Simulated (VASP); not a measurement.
# FeSi (P2_13) in VASP: relaxation of the atoms with PBEsol

Aim: the relaxation of the atoms of FeSi with PBEsol.

Everything below comes from runs of VASP 6.6.1. Logs are shortened: lines on timing, memory, paths and dates and some standing lists are left out, and cuts for length are marked.

## Step 1: The cell of the first run

The structure is cubic, space group P2_13 (No. 198). The conventional cell has a = 4.482 Å, b = 4.482 Å, c = 4.482 Å, α = 90.00°, β = 90.00°, γ = 90.00°. Fe (site symmetry 3) has 7 Si at 2.28 to 2.51 Å and 6 Fe at 2.75 Å within 3.0 Å. Si (site symmetry 3) has 7 Fe at 2.28 to 2.51 Å and 6 Si at 2.78 Å within 3.0 Å.

## Step 2: Relaxation of the atoms, PBEsol

INCAR reads:

```
SYSTEM = FeSi
PREC = Accurate
ENCUT = 520
EDIFF = 1E-6
ISMEAR = 0
SIGMA = 0.01
LREAL = .FALSE.
LASPH = .TRUE.
NELM = 80
ALGO = Normal
ISIF = 2
LWAVE = .FALSE.
LCHARG = .FALSE.
GGA = PS
IBRION = 2
NSW = 80
EDIFFG = -0.003
```

KPOINTS reads:

```
Automatic mesh
0
G
  8 8 8
  0 0 0
```

POSCAR reads:

```
FeSi
1.0
    4.4820000000      0.0000000000      0.0000000000
    0.0000000000      4.4820000000      0.0000000000
    0.0000000000      0.0000000000      4.4820000000
Fe Si
4 4
Direct
    0.1365200000      0.1365200000      0.1365200000
    0.3634800000      0.8634800000      0.6365200000
    0.6365200000      0.3634800000      0.8634800000
    0.8634800000      0.6365200000      0.3634800000
    0.8424000000      0.8424000000      0.8424000000
    0.6576000000      0.1576000000      0.3424000000
    0.3424000000      0.6576000000      0.1576000000
    0.1576000000      0.3424000000      0.6576000000
```

Potentials or basis: VASP PAW PBE potentials, release 64 (Fe, Si).

Launch:

```
$ cat potpaw_PBE.64/Fe/POTCAR potpaw_PBE.64/Si/POTCAR > POTCAR
$ mpirun -np 1 vasp_std > vasp.out
```

OUTCAR:

```text
SYSTEM = FeSi
   PREC = Accurate
   ENCUT = 520
   EDIFF = 1E-6
   ISMEAR = 0
   LREAL = .FALSE.
   LASPH = .TRUE.
   NELM = 80
   ISIF = 2
   GGA = PS
   IBRION = 2
   NSW = 80
   EDIFFG = -0.003

 ion  position               nearest neighbor table
   1  0.137  0.137  0.137-   5 2.28   6 2.34   7 2.34   8 2.34   7 2.51   8 2.51   6 2.51   3 2.75
                             4 2.75   2 2.75   2 2.75   4 2.75   3 2.75
   2  0.363  0.863  0.637-   6 2.28   5 2.34   7 2.34   8 2.34   7 2.51   8 2.51   5 2.51   1 2.75
                             1 2.75   3 2.75   3 2.75   4 2.75   4 2.75
   3  0.637  0.363  0.863-   7 2.28   6 2.34   5 2.34   8 2.34   8 2.51   6 2.51   5 2.51   1 2.75
                             4 2.75   2 2.75   2 2.75   4 2.75   1 2.75
   4  0.863  0.637  0.363-   8 2.28   6 2.34   7 2.34   5 2.34   6 2.51   5 2.51   7 2.51   1 2.75
                             3 2.75   2 2.75   1 2.75   2 2.75   3 2.75
   5  0.842  0.842  0.842-   1 2.28   2 2.34   3 2.34   4 2.34   3 2.51   4 2.51   2 2.51   6 2.78
                             6 2.78   8 2.78   7 2.78   8 2.78   7 2.78
   6  0.658  0.158  0.342-   2 2.28   1 2.34   3 2.34   4 2.34   3 2.51   4 2.51   1 2.51   5 2.78
                             5 2.78   8 2.78   7 2.78   7 2.78   8 2.78
   7  0.342  0.658  0.158-   3 2.28   2 2.34   1 2.34   4 2.34   4 2.51   2 2.51   1 2.51   8 2.78
                             8 2.78   5 2.78   6 2.78   6 2.78   5 2.78
   8  0.158  0.342  0.658-   4 2.28   2 2.34   3 2.34   1 2.34   2 2.51   1 2.51   3 2.51   7 2.78
                             7 2.78   5 2.78   5 2.78   6 2.78   6 2.78

  LATTYP: Found a simple cubic cell.
 ALAT       =     4.4820000000

  Lattice vectors:

 A1 = (   4.4820000000,   0.0000000000,   0.0000000000)
 A2 = (   0.0000000000,   4.4820000000,   0.0000000000)
 A3 = (   0.0000000000,   0.0000000000,   4.4820000000)

Analysis of symmetry for initial positions (statically):
=====================================================================
 Subroutine PRICEL returns:
 Original cell was already a primitive cell.

 Routine SETGRP: Setting up the symmetry group for a
 simple cubic supercell.

 Subroutine GETGRP returns: Found 12 space group operations
 (whereof  3 operations were pure point group operations)
 out of a pool of 48 trial point group operations.

The static configuration has the point symmetry C_3 .
 The point group associated with its full space group is T   .

Analysis of symmetry for dynamics (positions and initial velocities):
=====================================================================
 Subroutine PRICEL returns:
 Original cell was already a primitive cell.

 Routine SETGRP: Setting up the symmetry group for a
 simple cubic supercell.

 Subroutine GETGRP returns: Found 12 space group operations
 (whereof  3 operations were pure point group operations)
 out of a pool of 48 trial point group operations.

The dynamic configuration has the point symmetry C_3 .
 The point group associated with its full space group is T   .

 Subroutine INISYM returns: Found 12 space group operations
 (whereof  3 operations are pure point group operations),
 and found     1 'primitive' translations

----------------------------------------------------------------------------------------

                                     Primitive cell

  volume of cell :      90.0359

  direct lattice vectors                    reciprocal lattice vectors
     4.482000000  0.000000000  0.000000000     0.223114681  0.000000000  0.000000000
     0.000000000  4.482000000  0.000000000     0.000000000  0.223114681  0.000000000
     0.000000000  0.000000000  4.482000000     0.000000000  0.000000000  0.223114681

  length of vectors
     4.482000000  4.482000000  4.482000000     0.223114681  0.223114681  0.223114681

  position of ions in fractional coordinates (direct lattice)
     0.136520000  0.136520000  0.136520000
     0.363480000  0.863480000  0.636520000
     0.636520000  0.363480000  0.863480000
     0.863480000  0.636520000  0.363480000
     0.842400000  0.842400000  0.842400000
     0.657600000  0.157600000  0.342400000
     0.342400000  0.657600000  0.157600000
     0.157600000  0.342400000  0.657600000

  ion indices of the primitive-cell ions
   primitive index   ion index
                 1           1
                 2           2
                 3           3
                 4           4
                 5           5
                 6           6
                 7           7
                 8           8

----------------------------------------------------------------------------------------

 KPOINTS: Automatic mesh

Automatic generation of k-mesh.
 Grid dimensions read from file:
 generate k-points for:    8    8    8

 Generating k-lattice:

  Cartesian coordinates                     Fractional coordinates (reciprocal lattice)
     0.027889335  0.000000000  0.000000000     0.125000000  0.000000000  0.000000000
     0.000000000  0.027889335  0.000000000     0.000000000  0.125000000  0.000000000
     0.000000000  0.000000000  0.027889335     0.000000000  0.000000000  0.125000000

  Length of vectors
     0.027889335  0.027889335  0.027889335

  Shift w.r.t. Gamma in fractional coordinates (k-lattice)
     0.000000000  0.000000000  0.000000000

 Subroutine IBZKPT returns following result:
 ===========================================

 Found     45 irreducible k-points:

 Following reciprocal coordinates:
            Coordinates               Weight
  0.000000  0.000000  0.000000      1.000000
  0.125000  0.000000  0.000000      6.000000
  0.250000  0.000000  0.000000      6.000000
  0.375000  0.000000  0.000000      6.000000
  0.500000  0.000000  0.000000      3.000000
  0.125000  0.125000  0.000000     12.000000
[... 16 lines left out ...]
  0.250000  0.125000  0.125000     24.000000
  0.375000  0.125000  0.125000     24.000000
 [... further k-points ...]
   k-points           NKPTS =     45   k-points in BZ     NKDIM =     45   number of bands    NBANDS=     29
   number of dos      NEDOS =    301   number of ions     NIONS =      8
   total plane-waves  NPLWV =  46656
   dimension x,y,z NGX =    36 NGY =   36 NGZ =   36
   dimension x,y,z NGXF=    72 NGYF=   72 NGZF=   72
   ions per type =               4   4
   NGX,Y,Z   is equivalent  to a cutoff of  13.35, 13.35, 13.35 a.u.
   NGXF,Y,Z  is equivalent  to a cutoff of  26.71, 26.71, 26.71 a.u.
 SYSTEM =  FeSi
   PREC   = accura    normal or accurate (medium, high low for compatibility)
   ISTART =      0    job   : 0-new  1-cont  2-samecut
   ICHARG =      2    charge: 1-file 2-atom 10-const
   ISPIN  =      1    spin polarized calculation?
   LNONCOLLINEAR =      F non collinear calculations
   LSORBIT =      F    spin-orbit coupling
   LASPH  =      T    aspherical Exc in radial PAW
   ENCUT  =  520.0 eV  38.22 Ry    6.18 a.u.   8.33  8.33  8.33*2*pi/ulx,y,z
   NELM   =     80;   NELMIN=  2; NELMDL= -5     # of ELM steps
   EDIFF  = 0.1E-05   stopping-criterion for ELM
   LREAL  =      F    real-space projection
   EDIFFG = -.3E-02   stopping-criterion for IOM
   NSW    =     80    number of steps for IOM
   IBRION =      2    ionic relax: 0-MD 1-quasi-New 2-CG
   NFREE  =      1    steps in history (QN), initial steepest desc. (CG)
   ISIF   =      2    stress and relaxation
   ISYM   =      2    0-nonsym 1-usesym 2-fastsym
   POTIM  = 0.5000    time-step for ionic-motion
   TEBEG  =    0.0;   TEEND  =   0.0 temperature during run
   PSTRESS=    0.0 pullay stress
   NELECT =      48.0000    total number of electrons
   NUPDOWN=      -1.0000    fix difference up-down
   EMIN   =  10.00;   EMAX   =-10.00  energy-range for DOS
   EFERMI =   0.00;   METHOD = LEGACY
   ISMEAR =     0;   SIGMA  =   0.01  broadening in eV -4-tet -1-fermi 0-gaus
   EFERMI_NEDOS =   21; number of points for ismear=-14 and -15
   IALGO  =     38    algorithm
   IMIX   =      4    mixing-type and parameters
     AMIX     =   0.40;   BMIX     =  1.00
     AMIX_MAG =   1.60;   BMIX_MAG =  1.00
  volume/ion in A,a.u.               =      11.25        75.95
  Fermi-wavevector in a.u.,A,eV,Ry     =   1.327446  2.508508 23.974986  1.762112
  Thomas-Fermi vector in A             =   2.456757
   LORBIT       =      0    0 simple, 1 ext, 2 COOP (PROOUT), +10 PAW based schemes
   GGA     = PS    functional components
   LHFCALC =     F    Hartree Fock is set to
   AEXX    =    0.0000 exact exchange contribution
   IVDW    =     0    specifies the selected vdW correction
   LEPSILON=     F    determine dielectric tensor
   LRPA    =     F    only Hartree local field effects (RPA)
 conjugate gradient relaxation of ions
 non-spin polarized calculation
 Gauss-broadening in eV      SIGMA  =   0.01
  energy-cutoff  :      520.00
  volume of cell :       90.04
 maximum number of plane-waves:      2469
 NGX is ok and might be reduce to    36
   NGX = 17   NGY = 17   NGZ = 17

--------------------------------------- Ionic step        1  -------------------------------------------

 number of electron      48.0000016 magnetization

 Free energy of the ion-electron system (eV)
  ---------------------------------------------------
  ext. energy  EPLUGINS =         0.00000000
  ---------------------------------------------------
  free energy    TOTEN  =       -63.65130207 eV

  energy without entropy =      -63.65130207  energy(sigma->0) =      -63.65130207

------------------------ aborting loop because EDIFF is reached ----------------------------------------

  FORCE on cell =-STRESS in cart. coord.  units (eV):
  Direction    XX          YY          ZZ          XY          YZ          ZX
  --------------------------------------------------------------------------------------
  -------------------------------------------------------------------------------------
  Total       -6.4530756     -6.4530756     -6.4530756      0.0000000     -0.0000000      0.0000000
  in kB     -114.8316962   -114.8316962   -114.8316962      0.0000000     -0.0000000      0.0000000
  external PRESSURE =    -114.8316962 kB  Pullay stress =       0.0000000 kB
[... 153 lines left out ...]
  energy  without entropy=      -63.6639965286  energy(sigma->0) =      -63.66399653

--------------------------------------- Ionic step        5  -------------------------------------------

 number of electron      47.9999988 magnetization

 Free energy of the ion-electron system (eV)
  ---------------------------------------------------
  ext. energy  EPLUGINS =         0.00000000
  ---------------------------------------------------
  free energy    TOTEN  =       -63.66407258 eV

  energy without entropy =      -63.66407258  energy(sigma->0) =      -63.66407258

 E-fermi :   9.3704     XC(G=0): -12.7847

 val. band max:        9.3206939746   @ k =   0.2500   0.1250   0.1250
 cond. band min:       9.4653593998   @ k =   0.2500   0.2500   0.0000
 fundamental gap:      0.1446654252
 Fermi energy:         9.3704369254

 k-point     1 :       0.0000    0.0000    0.0000
  band No.  band energies     occupation
      1      -3.7302      2.00000
      2       1.5561      2.00000
      3       1.5561      2.00000
      4       1.5561      2.00000
      5       4.3560      2.00000
      6       4.3560      2.00000
[... 757 lines left out ...]
     28      11.3909      0.00000
     29      11.6891      0.00000

 [... further k-points ...]
[... 5 lines left out ...]
  --------------------------------------------------------------------------------------
  -------------------------------------------------------------------------------------
  Total       -6.0782151     -6.0782151     -6.0782151     -0.0000000     -0.0000000      0.0000000
  in kB     -108.1610986   -108.1610986   -108.1610986     -0.0000000     -0.0000000      0.0000000
  external PRESSURE =    -108.1610986 kB  Pullay stress =       0.0000000 kB
[... 23 lines left out ...]
  FREE ENERGIE OF THE ION-ELECTRON SYSTEM (eV)
  ---------------------------------------------------
  free  energy   TOTEN  =       -63.6640725792 eV

  energy  without entropy=      -63.6640725792  energy(sigma->0) =      -63.66407258

 reached required accuracy - stopping structural energy minimisation
```

It took 3.9 min on 1 thread of Intel Xeon Platinum 8488C (Sapphire Rapids), shared host; peak memory 0.25 GiB.

Results:

```yaml
Free_energy: -63.6641 eV
Energy_gained_by_relaxing: 1.6 meV/atom
Ionic_steps: 5
Pressure_after_relaxing: -10.8 GPa
Band_gap_on_the_k_mesh: 0.14 eV (least direct gap 0.16 eV)
```

The path:
```
step  energy change (eV)  largest force (eV/Å)  pressure (GPa)
   1              0.0000                0.2570          -11.48
   2             -0.0104                0.0824          -11.13
   3             -0.0121                0.0575          -10.93
   4             -0.0127                0.0197          -10.88
   5             -0.0128                0.0008          -10.82
```

Final structure:
```cif
data_structure
_symmetry_space_group_name_H-M 'P 1'
_symmetry_Int_Tables_number 1
_cell_length_a 4.4820
_cell_length_b 4.4820
_cell_length_c 4.4820
_cell_angle_alpha 90.000
_cell_angle_beta 90.000
_cell_angle_gamma 90.000
_cell_volume 90.04
loop_
_atom_site_label
_atom_site_type_symbol
_atom_site_fract_x
_atom_site_fract_y
_atom_site_fract_z
_atom_site_occupancy
Fe1 Fe 0.13478 0.13478 0.13478 1
Fe2 Fe 0.36522 0.86522 0.63478 1
Fe3 Fe 0.63478 0.36522 0.86522 1
Fe4 Fe 0.86522 0.63478 0.36522 1
Si1 Si 0.83998 0.83998 0.83998 1
Si2 Si 0.66002 0.16003 0.33998 1
Si3 Si 0.33998 0.66002 0.16003 1
Si4 Si 0.16003 0.33998 0.66002 1
```

Caveat: the PAW data sets were made with another functional, which shifts forces and pressure a little. A k mesh can miss the band edges.
